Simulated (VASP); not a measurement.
Nb2Te6Mo:

```
CELL_PARAMETERS angstrom
3.72377 0.00000 0.00000
-1.86188 3.22488 0.00000
0.00000 0.00000 21.46384
ATOMIC_POSITIONS crystal
Nb 0.00000 0.00000 0.33333
Nb 0.00000 0.00000 0.66667
Te 0.66667 0.33333 0.24854
Te 0.66667 0.33333 0.58188
Te 0.66667 0.33333 0.91521
Te 0.33333 0.66667 0.08479
Te 0.33333 0.66667 0.41812
Te 0.33333 0.66667 0.75146
Mo 0.00000 0.00000 0.00000
```

```yaml
Program: VASP 6.6.1
Task: relaxation of cell and atoms
Functional: PBE
Potentials_or_basis: VASP PAW PBE potentials, release 64 (Nb_sv, Te, Mo_sv)
Cutoff: 600 eV
k_mesh: 6 × 6 × 1
Occupations: gaussian, width 0.1 eV
Spin: no spin polarisation
```

At the start: pressure -2.2 GPa; volume 28.64 Å³/atom.

Problem. How do energy, volume and symmetry change on relaxing?

Solution. Over 16 steps the energy falls by 16.6 meV/atom and the volume is 28.14 Å³/atom (-1.7 %); space group P-3m1 (No. 164, to 0.1 Å) before and after.

Step by step:
```csv
step,energy change (eV),largest force (eV/Å),pressure (GPa),volume (Å³)
1,0.0000,0.5809,-2.24,257.75
2,-0.0439,0.6394,2.60,243.05
3,-0.0845,0.3851,0.49,248.88
4,-0.1321,0.0994,0.24,247.89
5,-0.1375,0.0401,0.11,247.40
6,-0.1383,0.0581,-0.02,248.10
7,-0.1386,0.0860,-0.25,249.20
8,-0.1387,0.0838,-0.27,249.29
9,-0.1393,0.0798,-0.27,249.56
10,-0.1402,0.0723,-0.29,250.11
11,-0.1416,0.0590,-0.29,251.19
12,-0.1425,0.0314,-0.31,253.37
13,-0.1449,0.0339,-0.02,252.91
14,-0.1454,0.0616,0.19,252.60
15,-0.1478,0.0296,0.13,252.88
16,-0.1491,0.0351,0.05,253.28
```

Final structure:
```
CELL_PARAMETERS angstrom
3.61710 0.00000 0.00000
-1.80855 3.13250 0.00000
0.00000 0.00000 22.35359
ATOMIC_POSITIONS crystal
Nb 0.00000 0.00000 0.33330
Nb 0.00000 0.00000 0.66670
Te 0.66667 0.33333 0.24951
Te 0.66667 0.33333 0.58265
Te 0.66667 0.33333 0.91887
Te 0.33333 0.66667 0.08113
Te 0.33333 0.66667 0.41735
Te 0.33333 0.66667 0.75049
Mo 0.00000 0.00000 0.00000
```

Caveat: this functional lacks dispersion, which binds layers or chains, so the pressure and a relaxed spacing across them are unreliable.
